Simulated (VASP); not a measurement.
# V (Im-3m) in VASP: notebook, part 2 of 3

VASP 6.6.1. Earlier steps stand in the parts before.

**4. Single point, BLYP, collinear spin, ferromagnetic start**

INCAR

```
PREC = Accurate ; ENCUT = 500
EDIFF = 1E-6 ; ISMEAR = 0
SIGMA = 0.1 ; LREAL = F
LASPH = T ; NELM = 200
ALGO = Normal ; ISIF = 2
LWAVE = F ; LCHARG = T
ISPIN = 2 ; MAGMOM = 0.51
LORBIT = 11 ; LMAXMIX = 4
GGA = B5 ; ALDAX = 1.0
AGGAX = 1.0 ; AGGAC = 1.0
ALDAC = 0.0 ; LELF = T
LVHAR = T ; NBANDS = 16
GGA_COMPAT = F
```

KPOINTS

```
Automatic mesh
0
Gamma
  4 4 4
```

POSCAR

```
V
1.0
   -1.5130000000      1.5130000000      1.5130000000
    1.5130000000     -1.5130000000      1.5130000000
    1.5130000000      1.5130000000     -1.5130000000
V
1
Direct
    0.0000000000      0.0000000000      0.0000000000
```

Potentials or basis: VASP PAW PBE potentials, release 64 (V_sv).

Run with:

```
$ cat potpaw_PBE.64/V_sv/POTCAR > POTCAR
$ mpirun -np 1 vasp_std > vasp.out
```

OUTCAR:

```text
PREC = Accurate
   ENCUT = 500
   EDIFF = 1E-6
   ISMEAR = 0
   LREAL = F
   LASPH = T
   NELM = 200
   ISIF = 2
   ISPIN = 2
   LORBIT = 11
   GGA = B5

 ion  position               nearest neighbor table
   1  0.000  0.000  0.000-

  LATTYP: Found a body centered cubic cell.
 ALAT       =     3.0260000000

  Lattice vectors:

 A1 = (  -1.5130000000,   1.5130000000,   1.5130000000)
 A2 = (   1.5130000000,  -1.5130000000,   1.5130000000)
 A3 = (   1.5130000000,   1.5130000000,  -1.5130000000)

Analysis of symmetry for initial positions (statically):
=====================================================================
 Subroutine PRICEL returns:
 Original cell was already a primitive cell.

 Routine SETGRP: Setting up the symmetry group for a
 body centered cubic supercell.

 Subroutine GETGRP returns: Found 48 space group operations
 (whereof 48 operations were pure point group operations)
 out of a pool of 48 trial point group operations.

The static configuration has the point symmetry O_h .

Analysis of symmetry for dynamics (positions and initial velocities):
=====================================================================
 Subroutine PRICEL returns:
 Original cell was already a primitive cell.

 Routine SETGRP: Setting up the symmetry group for a
 body centered cubic supercell.

 Subroutine GETGRP returns: Found 48 space group operations
 (whereof 48 operations were pure point group operations)
 out of a pool of 48 trial point group operations.

The dynamic configuration has the point symmetry O_h .

Analysis of structural, dynamic, and magnetic symmetry:
=====================================================================
 Subroutine PRICEL returns:
 Original cell was already a primitive cell.

 Routine SETGRP: Setting up the symmetry group for a
 body centered cubic supercell.

 Subroutine GETGRP returns: Found 48 space group operations
 (whereof 48 operations were pure point group operations)
 out of a pool of 48 trial point group operations.

The overall configuration has the point symmetry O_h .

 Subroutine INISYM returns: Found 48 space group operations
 (whereof 48 operations are pure point group operations),
 and found     1 'primitive' translations

----------------------------------------------------------------------------------------

                                     Primitive cell

  volume of cell :      13.8541

  direct lattice vectors                    reciprocal lattice vectors
    -1.513000000  1.513000000  1.513000000     0.000000000  0.330469266  0.330469266
     1.513000000 -1.513000000  1.513000000     0.330469266  0.000000000  0.330469266
     1.513000000  1.513000000 -1.513000000     0.330469266  0.330469266  0.000000000

  length of vectors
     2.620592872  2.620592872  2.620592872     0.467354118  0.467354118  0.467354118

  position of ions in fractional coordinates (direct lattice)
     0.000000000  0.000000000  0.000000000

  ion indices of the primitive-cell ions
   primitive index   ion index
                 1           1

----------------------------------------------------------------------------------------

 KPOINTS: Automatic mesh

Automatic generation of k-mesh.
 Grid dimensions read from file:
[... 39 lines left out ...]
   PREC   = accura    normal or accurate (medium, high low for compatibility)
   ISTART =      0    job   : 0-new  1-cont  2-samecut
   ICHARG =      2    charge: 1-file 2-atom 10-const
   ISPIN  =      2    spin polarized calculation?
   LNONCOLLINEAR =      F non collinear calculations
   LSORBIT =      F    spin-orbit coupling
   LASPH  =      T    aspherical Exc in radial PAW
   ENCUT  =  500.0 eV  36.75 Ry    6.06 a.u.   4.78  4.78  4.78*2*pi/ulx,y,z
   NELM   =    200;   NELMIN=  2; NELMDL= -5     # of ELM steps
   EDIFF  = 0.1E-05   stopping-criterion for ELM
   LREAL  =      F    real-space projection
   EDIFFG = 0.1E-04   stopping-criterion for IOM
   NSW    =      0    number of steps for IOM
   IBRION =     -1    ionic relax: 0-MD 1-quasi-New 2-CG
   NFREE  =      0    steps in history (QN), initial steepest desc. (CG)
   ISIF   =      2    stress and relaxation
   ISYM   =      2    0-nonsym 1-usesym 2-fastsym
   POTIM  = 0.5000    time-step for ionic-motion
   TEBEG  =    0.0;   TEEND  =   0.0 temperature during run
   PSTRESS=    0.0 pullay stress
   NELECT =      13.0000    total number of electrons
   NUPDOWN=      -1.0000    fix difference up-down
   EMIN   =  10.00;   EMAX   =-10.00  energy-range for DOS
   EFERMI =   0.00;   METHOD = LEGACY
   ISMEAR =     0;   SIGMA  =   0.10  broadening in eV -4-tet -1-fermi 0-gaus
   EFERMI_NEDOS =   21; number of points for ismear=-14 and -15
   IALGO  =     38    algorithm
   IMIX   =      4    mixing-type and parameters
     AMIX     =   0.40;   BMIX     =  1.00
     AMIX_MAG =   1.60;   BMIX_MAG =  1.00
  volume/ion in A,a.u.               =      13.85        93.49
  Fermi-wavevector in a.u.,A,eV,Ry     =   1.602742  3.028744 34.950411  2.568783
  Thomas-Fermi vector in A             =   2.699515
   LORBIT       =     11    0 simple, 1 ext, 2 COOP (PROOUT), +10 PAW based schemes
   GGA     = B5    functional components
   LHFCALC =     F    Hartree Fock is set to
   AEXX    =    0.0000 exact exchange contribution
   IVDW    =     0    specifies the selected vdW correction
   LEPSILON=     F    determine dielectric tensor
   LRPA    =     F    only Hartree local field effects (RPA)
 spin polarized calculation
 Gauss-broadening in eV      SIGMA  =   0.10
  energy-cutoff  :      500.00
  volume of cell :       13.85
 maximum number of plane-waves:       370
   NGX =  9   NGY =  9   NGZ =  9

 number of electron      12.9999996 magnetization       0.0001191

 number of electron      12.9999996 magnetization      -0.0000065

 Free energy of the ion-electron system (eV)
  ---------------------------------------------------
  ext. energy  EPLUGINS =         0.00000000
  ---------------------------------------------------
  free energy    TOTEN  =        -7.93850030 eV

  energy without entropy =       -7.92815335  energy(sigma->0) =       -7.93332682

 E-fermi :   9.7893     XC(G=0): -12.2121

 val. band max:        9.7744237700   @ k =   0.2500   0.0000   0.0000
 cond. band min:      10.1271557552   @ k =   0.0000   0.0000   0.0000
 fundamental gap:      0.3527319852
 Fermi energy:         9.7893026027

 spin component 1

 k-point     1 :       0.0000    0.0000    0.0000
  band No.  band energies     occupation
      1     -53.7222      1.00000
      2     -27.2407      1.00000
      3     -27.2407      1.00000
      4     -27.2407      1.00000
      5       3.4948      1.00000
      6      10.1272      0.00000
[... 128 lines left out ...]
      2     -27.8085      1.00000
      3     -27.8085      1.00000
      4     -27.8085      1.00000
      5       6.9690      1.00000
      6       6.9690      1.00000
[... 8 lines left out ...]
     15      30.9803      0.00000
     16      41.7495      0.00000
 Fermi energy:         9.7893026027

 spin component 2

 k-point     1 :       0.0000    0.0000    0.0000
  band No.  band energies     occupation
      1     -53.7222      1.00000
      2     -27.2407      1.00000
      3     -27.2407      1.00000
      4     -27.2407      1.00000
      5       3.4948      1.00000
      6      10.1272      0.00000
[... 129 lines left out ...]
      3     -27.8085      1.00000
      4     -27.8085      1.00000
      5       6.9690      1.00000
      6       6.9690      1.00000
[... 8 lines left out ...]
     15      30.9802      0.00000
     16      41.7496      0.00000

------------------------ aborting loop because EDIFF is reached ----------------------------------------

  FORCE on cell =-STRESS in cart. coord.  units (eV):
  Direction    XX          YY          ZZ          XY          YZ          ZX
  --------------------------------------------------------------------------------------
  -------------------------------------------------------------------------------------
  Total       -0.0057555     -0.0057555     -0.0057555      0.0000000     -0.0000000     -0.0000000
  in kB       -0.6656073     -0.6656073     -0.6656073      0.0000000     -0.0000000     -0.0000000
  external PRESSURE =      -0.6656073 kB  Pullay stress =       0.0000000 kB

 VOLUME and BASIS-vectors are now :
 -----------------------------------------------------------------------------
  energy-cutoff  :      500.00
  volume of cell :       13.85
      direct lattice vectors                 reciprocal lattice vectors
    -1.513000000  1.513000000  1.513000000     0.000000000  0.330469266  0.330469266
     1.513000000 -1.513000000  1.513000000     0.330469266  0.000000000  0.330469266
     1.513000000  1.513000000 -1.513000000     0.330469266  0.330469266  0.000000000

 POSITION                                       TOTAL-FORCE (eV/Angst)
 -----------------------------------------------------------------------------------
      0.00000      0.00000      0.00000         0.000000      0.000000      0.000000
 -----------------------------------------------------------------------------------
    total drift:                               -0.000000     -0.000000      0.000000

  FREE ENERGIE OF THE ION-ELECTRON SYSTEM (eV)
  ---------------------------------------------------
  free  energy   TOTEN  =        -7.9385002959 eV

  energy  without entropy=       -7.9281533466  energy(sigma->0) =       -7.93332682

 total charge

# of ion       s       p       d       tot
------------------------------------------
    1        2.336   6.212   3.102  11.650

 magnetization (x)

# of ion       s       p       d       tot
------------------------------------------
    1       -0.000   0.000  -0.000  -0.000
```

Wall time 22 s (1 thread of AMD EPYC 7R13, shared host); peak memory 0.1 GiB.

Results:

* Free energy: -7.9385 eV
* Pressure: -0.1 GPa
* Net moment: 0.00 μB per cell
* Valence electrons inside the program's atomic spheres: V 11.65

Levels at points of the mesh, in eV from the Fermi level:
Spin up:
```csv
k point,band 3,band 4,band 5,band 6,band 7,band 8,band 9,band 10
"(0.00, 0.00, 0.00)",-37.03,-37.03,-6.29,0.34,0.34,0.34,2.28,2.28
"(0.50, 0.00, 0.00)",-37.29,-37.04,-3.01,-1.11,1.81,2.27,2.61,3.87
"(0.50, 0.50, 0.50)",-37.60,-37.60,-2.82,-2.82,3.50,3.50,3.50,10.14
```
Spin down:
| k point | band 4 | band 5 | band 6 | band 7 | band 8 | band 9 |
| --- | --- | --- | --- | --- | --- | --- |
| (0.00, 0.00, 0.00) | -37.03 | -6.29 | 0.34 | 0.34 | 0.34 | 2.28 |
| (0.50, 0.00, 0.00) | -37.04 | -3.01 | -1.11 | 1.81 | 2.27 | 2.61 |
| (0.50, 0.50, 0.50) | -37.60 | -2.82 | -2.82 | 3.50 | 3.50 | 3.50 |

Caveat: the k points lie up to 0.73 Å⁻¹ apart; the PAW data sets were made with another functional, which shifts forces and pressure a little.

**5. Single point, PBE**

INCAR

```
SYSTEM = V
ALGO = Normal
EDIFF = 1E-6
ENCUT = 500
GGA = PE
GGA_COMPAT = .FALSE.
ISIF = 2
ISMEAR = 0
ISYM = 0
LASPH = .TRUE.
LCHARG = .FALSE.
LREAL = .FALSE.
LWAVE = .FALSE.
NBANDS = 12
NELM = 120
PREC = Accurate
SIGMA = 0.1
```

KPOINTS

```
k-points
0
G
  3 4 6
  0 0 0
```

POSCAR is that of step 4.

Run with:

```
$ cat potpaw_PBE.64/V_sv/POTCAR > POTCAR
$ mpirun -np 1 vasp_std > vasp.out
```

Wall time 14 s (1 thread of AMD EPYC 7R13, shared host); peak memory 0.09 GiB.

The run converged, but its numbers aren't listed here, since they failed a check.

Caveat: the k points lie up to 0.98 Å⁻¹ apart.

[end of part 2 of 3]
